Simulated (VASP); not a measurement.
# SrO (I4/mmm) in VASP: a series of runs

Runs on SrO. Level: r2SCAN. Tasks: single point.

All numbers are computed with VASP 6.6.1; they aren't measurements. Logs are shortened: lines on timing, memory, paths and dates and some standing lists are left out, and cuts for length are marked.

## 1. The cell of the first run

Symmetry: I4/mmm, No. 139, tetragonal system. The conventional cell has a = 3.543 Å, b = 3.543 Å, c = 4.883 Å, α = 90.00°, β = 90.00°, γ = 90.00°. Sr (site symmetry 4/mmm) has 6 O at 2.44 to 2.51 Å within 3.2 Å. O (site symmetry 4/mmm) has 6 Sr at 2.44 to 2.51 Å within 3.2 Å.

## 2. Single point, r2SCAN (strain -0.025 along x and y, -0.050 along z)

POSCAR

```
SrO
1.0
    0.0000000000      2.5055550000      2.4413100000
    2.5055550000      0.0000000000      2.4413100000
    2.5055550000      2.5055550000      0.0000000000
Sr O
1 1
Direct
    0.0000000000      0.0000000000      0.0000000000
    0.5000000000      0.5000000000      0.5000000000
```

INCAR.step1

```
SYSTEM = SrO
PREC = Accurate
ENCUT = 520
ISMEAR = 0
SIGMA = 0.05
LREAL = .FALSE.
LASPH = .TRUE.
NELM = 80
NBANDS = 15
GGA = PE
ALGO = Normal
EDIFF = 1E-4
LWAVE = .TRUE.
LCHARG = .FALSE.
```

INCAR.step2

```
SYSTEM = SrO
PREC = Accurate
ENCUT = 520
EDIFF = 1E-7
ISMEAR = 0
SIGMA = 0.05
LREAL = .FALSE.
LASPH = .TRUE.
NELM = 80
ALGO = Normal
ISIF = 2
LWAVE = .FALSE.
LCHARG = .FALSE.
METAGGA = R2SCAN
LMIXTAU = .TRUE.
NBANDS = 15
ISTART = 1
```

KPOINTS

```
regular mesh
0
G
  8 8 8
  0 0 0
```

Potentials or basis: VASP PAW PBE potentials, release 64 (Sr_sv, O).

The run is started by

```console
$ cat potpaw_PBE.64/Sr_sv/POTCAR potpaw_PBE.64/O/POTCAR > POTCAR
$ cp INCAR.step1 INCAR
$ mpirun -np 1 vasp_std > vasp.out
$ cp INCAR.step2 INCAR
$ mpirun -np 1 vasp_std > vasp.out
```

OUTCAR:

```text
SYSTEM = SrO
   PREC = Accurate
   ENCUT = 520
   EDIFF = 1E-7
   ISMEAR = 0
   LREAL = .FALSE.
   LASPH = .TRUE.
   NELM = 80
   ISIF = 2
   METAGGA = R2SCAN
   ISTART = 1

 ion  position               nearest neighbor table
   1  0.000  0.000  0.000-   2 2.44   2 2.44   2 2.51   2 2.51   2 2.51   2 2.51
   2  0.500  0.500  0.500-   1 2.44   1 2.44   1 2.51   1 2.51   1 2.51   1 2.51

  LATTYP: Found a body centered tetragonal cell.
 ALAT       =     3.5433898623
 C/A-ratio  =     1.3779516762

  Lattice vectors:

 A1 = (   0.0000000000,  -2.5055550000,  -2.4413100000)
 A2 = (   0.0000000000,   2.5055550000,  -2.4413100000)
 A3 = (   2.5055550000,   0.0000000000,   2.4413100000)

Analysis of symmetry for initial positions (statically):
=====================================================================
 Subroutine PRICEL returns:
 Original cell was already a primitive cell.

 Routine SETGRP: Setting up the symmetry group for a
 body centered tetragonal supercell.

 Subroutine GETGRP returns: Found 16 space group operations
 (whereof 16 operations were pure point group operations)
 out of a pool of 16 trial point group operations.

The static configuration has the point symmetry D_4h.

Analysis of symmetry for dynamics (positions and initial velocities):
=====================================================================
 Subroutine PRICEL returns:
 Original cell was already a primitive cell.

 Routine SETGRP: Setting up the symmetry group for a
 body centered tetragonal supercell.

 Subroutine GETGRP returns: Found 16 space group operations
 (whereof 16 operations were pure point group operations)
 out of a pool of 16 trial point group operations.

The dynamic configuration has the point symmetry D_4h.

 Subroutine INISYM returns: Found 16 space group operations
 (whereof 16 operations are pure point group operations),
 and found     1 'primitive' translations

----------------------------------------------------------------------------------------

                                     Primitive cell

  volume of cell :      30.6521

  direct lattice vectors                    reciprocal lattice vectors
     0.000000000  2.505555000  2.441310000    -0.199556585  0.199556585  0.204808074
     2.505555000  0.000000000  2.441310000     0.199556585 -0.199556585  0.204808074
     2.505555000  2.505555000  0.000000000     0.199556585  0.199556585 -0.204808074

  length of vectors
     3.498256762  3.498256762  3.543389862     0.348700457  0.348700457  0.348700457

  position of ions in fractional coordinates (direct lattice)
     0.000000000  0.000000000  0.000000000
     0.500000000  0.500000000  0.500000000

  ion indices of the primitive-cell ions
   primitive index   ion index
                 1           1
                 2           2

----------------------------------------------------------------------------------------

 KPOINTS: regular mesh

Automatic generation of k-mesh.
 Grid dimensions read from file:
 generate k-points for:    8    8    8

 Generating k-lattice:

  Cartesian coordinates                     Fractional coordinates (reciprocal lattice)
    -0.024944573  0.024944573  0.025601009     0.125000000  0.000000000  0.000000000
     0.024944573 -0.024944573  0.025601009     0.000000000  0.125000000  0.000000000
     0.024944573  0.024944573 -0.025601009    -0.000000000 -0.000000000  0.125000000

  Length of vectors
     0.043587557  0.043587557  0.043587557

  Shift w.r.t. Gamma in fractional coordinates (k-lattice)
     0.000000000  0.000000000  0.000000000

 Subroutine IBZKPT returns following result:
 ===========================================

 Found     59 irreducible k-points:

 Following reciprocal coordinates:
            Coordinates               Weight
  0.000000  0.000000  0.000000      1.000000
  0.125000  0.000000  0.000000      8.000000
  0.250000  0.000000  0.000000      8.000000
  0.375000  0.000000  0.000000      8.000000
  0.500000  0.000000  0.000000      4.000000
  0.125000  0.125000  0.000000      2.000000
[... 16 lines left out ...]
  0.250000  0.000000  0.125000     16.000000
  0.375000  0.000000  0.125000     16.000000
 [... further k-points ...]
   k-points           NKPTS =     59   k-points in BZ     NKDIM =     59   number of bands    NBANDS=     15
   number of dos      NEDOS =    301   number of ions     NIONS =      2
   total plane-waves  NPLWV =  21952
   dimension x,y,z NGX =    28 NGY =   28 NGZ =   28
   dimension x,y,z NGXF=    56 NGYF=   56 NGZF=   56
   ions per type =               1   1
   NGX,Y,Z   is equivalent  to a cutoff of  13.31, 13.31, 13.14 a.u.
   NGXF,Y,Z  is equivalent  to a cutoff of  26.61, 26.61, 26.27 a.u.
 SYSTEM =  SrO
   PREC   = accura    normal or accurate (medium, high low for compatibility)
   ISTART =      1    job   : 0-new  1-cont  2-samecut
   ICHARG =      0    charge: 1-file 2-atom 10-const
   ISPIN  =      1    spin polarized calculation?
[... 59 lines left out ...]
 Fermi energy:         2.2055518148

 k-point     1 :       0.0000    0.0000    0.0000
  band No.  band energies     occupation
      1     -31.2707      2.00000
      2     -14.2966      2.00000
      3     -12.1638      2.00000
      4     -12.1638      2.00000
      5     -12.1580      2.00000
      6       1.8134      2.00000
      7       1.8134      2.00000
      8       1.9508      2.00000
      9       7.3173      0.00000
     10       8.7877      0.00000
     11       8.7877      0.00000
     12       9.0009      0.00000
     13      11.2240      0.00000
     14      11.6580      0.00000
     15      15.6977      0.00000

 k-point     2 :       0.1250    0.0000    0.0000
  band No.  band energies     occupation
      1     -31.2391      2.00000
      2     -14.6223      2.00000
      3     -12.1827      2.00000
      4     -12.1709      2.00000
      5     -11.9070      2.00000
      6       1.3938      2.00000
      7       1.5844      2.00000
      8       1.6712      2.00000
      9       8.0365      0.00000
     10       8.6883      0.00000
     11       9.1495      0.00000
     12       9.2773      0.00000
     13      11.7088      0.00000
     14      12.1605      0.00000
     15      16.8366      0.00000

 k-point     3 :       0.2500    0.0000    0.0000
  band No.  band energies     occupation
      1     -31.1615      2.00000
      2     -15.2327      2.00000
      3     -12.2275      2.00000
      4     -12.1953      2.00000
      5     -11.4694      2.00000
      6       0.5240      2.00000
      7       1.0929      2.00000
      8       1.1345      2.00000
      9       8.6847      0.00000
     10       9.6475      0.00000
     11      10.1340      0.00000
     12      10.2018      0.00000
     13      12.9192      0.00000
     14      13.3956      0.00000
     15      19.1825      0.00000

 k-point     4 :       0.3750    0.0000    0.0000
  band No.  band energies     occupation
      1     -31.0822      2.00000
      2     -15.7269      2.00000
      3     -12.2712      2.00000
      4     -12.2190      2.00000
      5     -11.1485      2.00000
      6      -0.1935      2.00000
      7       0.6651      2.00000
      8       0.6730      2.00000
      9       9.1099      0.00000
     10      11.2030      0.00000
     11      11.3489      0.00000
     12      11.3810      0.00000
     13      14.4163      0.00000
     14      14.8462      0.00000
     15      19.6379      0.00000
[... 307 lines left out ...]
 k-point    22 :       0.1250    0.0000    0.1250
  band No.  band energies     occupation
      1     -31.2300      2.00000
      2     -14.6291      2.00000
      3     -12.2358      2.00000
      4     -12.2308      2.00000
      5     -11.8630      2.00000
      6       1.0027      2.00000
      7       1.7492      2.00000
      8       1.8945      2.00000
      9       8.0349      0.00000
     10       8.1376      0.00000
     11       9.5382      0.00000
     12       9.7298      0.00000
     13      11.7536      0.00000
     14      12.3005      0.00000
     15      17.1250      0.00000

 k-point    23 :       0.2500    0.0000    0.1250
  band No.  band energies     occupation
      1     -31.1691      2.00000
      2     -15.0217      2.00000
      3     -12.2956      2.00000
      4     -12.2724      2.00000
      5     -11.6492      2.00000
      6       0.4868      2.00000
      7       1.4386      2.00000
      8       1.6006      2.00000
      9       7.7647      0.00000
     10       9.2056      0.00000
     11      10.4057      0.00000
     12      10.6013      0.00000
     13      12.4827      0.00000
     14      13.2931      0.00000
     15      19.0668      0.00000

 k-point    24 :       0.3750    0.0000    0.1250
  band No.  band energies     occupation
      1     -31.0907      2.00000
      2     -15.4845      2.00000
      3     -12.3446      2.00000
      4     -12.3177      2.00000
      5     -11.4154      2.00000
      6       0.1190      2.00000
      7       0.8870      2.00000
      8       1.1000      2.00000
      9       8.2473      0.00000
     10      10.3664      0.00000
     11      11.6078      0.00000
     12      11.7286      0.00000
     13      13.9126      0.00000
     14      14.4126      0.00000
     15      19.7475      0.00000

 [... further k-points ...]
[... 5 lines left out ...]
  --------------------------------------------------------------------------------------
  -------------------------------------------------------------------------------------
  Total        2.4029922      2.4029922      3.7073948      0.0000000      0.0000000     -0.0000000
  in kB      125.6036142    125.6036142    193.7843100      0.0000000      0.0000000     -0.0000000
  external PRESSURE =     148.3305128 kB  Pullay stress =       0.0000000 kB

 VOLUME and BASIS-vectors are now :
 -----------------------------------------------------------------------------
  energy-cutoff  :      520.00
  volume of cell :       30.65
      direct lattice vectors                 reciprocal lattice vectors
     0.000000000  2.505555000  2.441310000    -0.199556585  0.199556585  0.204808074
     2.505555000  0.000000000  2.441310000     0.199556585 -0.199556585  0.204808074
     2.505555000  2.505555000  0.000000000     0.199556585  0.199556585 -0.204808074

 POSITION                                       TOTAL-FORCE (eV/Angst)
 -----------------------------------------------------------------------------------
      0.00000      0.00000      0.00000         0.000000      0.000000      0.000000
      2.50556      2.50556      2.44131        -0.000000     -0.000000      0.000000
 -----------------------------------------------------------------------------------
    total drift:                                0.000000      0.000000      0.000000

  FREE ENERGIE OF THE ION-ELECTRON SYSTEM (eV)
  ---------------------------------------------------
  free  energy   TOTEN  =       -26.8828358094 eV

  energy  without entropy=      -26.8828358094  energy(sigma->0) =      -26.88283581
```

It took 6 min on 1 thread of AMD EPYC 7R13, shared host; peak memory 0.16 GiB.

Results:

| Quantity | Value |
| --- | --- |
| Free energy | -26.8828 eV |
| Pressure | 14.8 GPa |
| Band gap on the k mesh | 3.47 eV, indirect (least direct gap 3.59 eV) |

Stress tensor (GPa, compression positive):
```
12.56  0.00  0.00
 0.00 12.56  0.00
 0.00  0.00 19.38
```

Caveat: the cell differs from its parent crystal (strain -0.025 along x and y, -0.050 along z); the PAW data sets were made with another functional, which shifts forces and pressure a little. A k mesh can miss the band edges.

## 3. Single point, r2SCAN (strain -0.025 along x and y, +0.000 along z)

POSCAR

```
SrO
1.0
    0.0000000000      2.5055550000      2.5698000000
    2.5055550000      0.0000000000      2.5698000000
    2.5055550000      2.5055550000      0.0000000000
Sr O
1 1
Direct
    0.0000000000      0.0000000000      0.0000000000
    0.5000000000      0.5000000000      0.5000000000
```

INCAR.step1

```
SYSTEM = SrO
ALGO = Normal ; EDIFF = 1E-4
ENCUT = 520 ; GGA = PE
ISMEAR = 0 ; LASPH = .True.
LCHARG = .False. ; LREAL = .False.
LWAVE = .True. ; NBANDS = 15
NELM = 80 ; PREC = Accurate
SIGMA = 0.05
```

INCAR.step2

```
SYSTEM = SrO
ALGO = Normal ; EDIFF = 1E-6
ENCUT = 520 ; ISIF = 2
ISMEAR = 0 ; ISTART = 1
LASPH = .True. ; LCHARG = .True.
LELF = .True. ; LMIXTAU = .True.
LREAL = .False. ; LVHAR = .True.
LWAVE = .False. ; METAGGA = R2SCAN
NBANDS = 15 ; NELM = 80
PREC = Accurate ; SIGMA = 0.05
```

KPOINTS

```
k-points
0
Gamma
  8 8 8
  0 0 0
```

Potentials or basis: VASP PAW PBE potentials, release 64 (Sr_sv, O).

The run is started by

```console
$ cat potpaw_PBE.64/Sr_sv/POTCAR potpaw_PBE.64/O/POTCAR > POTCAR
$ cp INCAR.step1 INCAR
$ mpirun -np 1 vasp_std > vasp.out
$ cp INCAR.step2 INCAR
$ mpirun -np 1 vasp_std > vasp.out
```

It took 3.8 min on 1 thread of AMD EPYC 7R13, shared host; peak memory 0.16 GiB.

The run converged. Its results:

| Quantity | Value |
| --- | --- |
| Free energy | -26.9966 eV |
| Pressure | 7.6 GPa |
| Band gap on the k mesh | 3.64 eV, indirect (least direct gap 3.67 eV) |

Stress tensor (GPa, compression positive):
```
9.19 0.00 0.00
0.00 9.19 0.00
0.00 0.00 4.38
```

Levels at points of the mesh, in eV from the valence-band top:
```csv
k point,band 4,band 5,band 6,band 7,band 8,band 9,band 10,band 11,band 12,band 13
"(0.00, 0.00, 0.00)",-14.28,-14.28,-0.10,0.00,0.00,5.01,6.73,6.93,6.93,9.15
"(0.50, 0.00, 0.00)",-14.34,-13.22,-2.25,-1.28,-1.27,7.31,9.48,9.75,9.78,13.01
"(0.50, 0.50, 0.00)",-14.68,-14.68,-0.47,-0.04,-0.04,3.74,8.90,11.26,11.52,12.10
"(0.50, 0.00, 0.50)",-14.75,-14.71,-0.30,-0.16,-0.03,3.64,8.89,11.25,11.60,11.93
```

Caveat: the cell differs from its parent crystal (strain -0.025 along x and y, +0.000 along z); the PAW data sets were made with another functional, which shifts forces and pressure a little. A k mesh can miss the band edges.

## 4. Single point, r2SCAN (strain +0.000 along x and y, -0.025 along z)

POSCAR

```
SrO
1.0
    0.0000000000      2.5698000000      2.5055550000
    2.5698000000      0.0000000000      2.5055550000
    2.5698000000      2.5698000000      0.0000000000
Sr O
1 1
Direct
    0.0000000000      0.0000000000      0.0000000000
    0.5000000000      0.5000000000      0.5000000000
```

INCAR.step1

```
SYSTEM = SrO
PREC     = Accurate       ! precision mode
ENCUT    = 520            ! plane-wave cutoff, eV
ISMEAR   = 0              ! smearing method
SIGMA    = 0.05           ! smearing width, eV
LREAL    = .FALSE.        ! projectors in reciprocal space
LASPH    = .TRUE.         ! aspherical terms in the spheres
NELM     = 60             ! most SCF steps
NBANDS   = 15             ! bands
GGA      = PE             ! functional
ALGO     = Normal         ! electronic algorithm
EDIFF    = 1E-4           ! SCF threshold, eV
LWAVE    = .TRUE.         ! write WAVECAR
LCHARG   = .FALSE.        ! write CHGCAR
```

INCAR.step2

```
SYSTEM = SrO
PREC     = Accurate       ! precision mode
ENCUT    = 520            ! plane-wave cutoff, eV
EDIFF    = 1E-6           ! SCF threshold, eV
ISMEAR   = 0              ! smearing method
SIGMA    = 0.05           ! smearing width, eV
LREAL    = .FALSE.        ! projectors in reciprocal space
LASPH    = .TRUE.         ! aspherical terms in the spheres
NELM     = 60             ! most SCF steps
ALGO     = Normal         ! electronic algorithm
ISIF     = 2              ! what is computed and relaxed
LWAVE    = .FALSE.        ! write WAVECAR
LCHARG   = .FALSE.        ! write CHGCAR
METAGGA  = R2SCAN         ! meta-GGA
LMIXTAU  = .TRUE.       
NBANDS   = 15             ! bands
ISTART   = 1
```

KPOINTS

```
Automatic mesh
0
G
  8 8 8
  0 0 0
```

The run is started by

```console
$ cat potpaw_PBE.64/Sr_sv/POTCAR potpaw_PBE.64/O/POTCAR > POTCAR
$ cp INCAR.step1 INCAR
$ mpirun -np 1 vasp_std > vasp.out
$ cp INCAR.step2 INCAR
$ mpirun -np 1 vasp_std > vasp.out
```

Run time: 3.8 min. Hardware: 1 thread of AMD EPYC 7R13, shared host; peak memory 0.15 GiB.

Results (log left out):

```
Free energy            : -27.0281 eV
Pressure               : 4.6 GPa
Band gap on the k mesh : 3.59 eV, indirect (least direct gap 3.75 eV)
```

Stress tensor (GPa, compression positive):
```
3.03 0.00 0.00
0.00 3.03 0.00
0.00 0.00 7.61
```

Levels at points of the mesh, in eV from the valence-band top:
```tsv
k point	band 4	band 5	band 6	band 7	band 8	band 9	band 10	band 11	band 12	band 13
(0.00, 0.00, 0.00)	-14.44	-14.43	-0.10	-0.10	0.00	4.77	6.71	6.71	6.90	8.97
(0.50, 0.00, 0.00)	-14.50	-13.39	-2.24	-1.26	-1.25	7.16	9.23	9.56	9.59	12.74
(0.50, 0.50, 0.00)	-14.87	-14.87	-0.33	-0.17	-0.17	3.59	8.68	11.02	11.35	11.86
(0.50, 0.00, 0.50)	-14.83	-14.80	-0.50	-0.18	-0.05	3.69	8.65	11.06	11.26	11.70
```

Caveat: the cell differs from its parent crystal (strain +0.000 along x and y, -0.025 along z); the PAW data sets were made with another functional, which shifts forces and pressure a little. A k mesh can miss the band edges.

## 5. Summary

| cell | gap on the mesh (eV) | pressure (GPa) |
| --- | --- | --- |
| a = 3.498, b = 3.498, c = 3.543 Å, angles 59.6, 59.6, 60.9°, 2 atoms | 3.47 | 14.8 |
| a = 3.589, b = 3.589, c = 3.543 Å, angles 60.4, 60.4, 59.2°, 2 atoms | 3.64 | 7.6 |
| a = 3.589, b = 3.589, c = 3.634 Å, angles 59.6, 59.6, 60.8°, 2 atoms | 3.59 | 4.6 |

Alike in all rows: task single point; level r2SCAN; potentials or basis VASP PAW PBE potentials, release 64 (Sr_sv, O); no spin polarisation; k mesh 8 × 8 × 8; cutoff (eV) 520; smearing gaussian 0.05 eV.

Caveats: the PAW data sets were made with another functional, which shifts forces and pressure a little.

Total energies depend on the potentials used, so only differences within one code and one set of settings carry meaning.
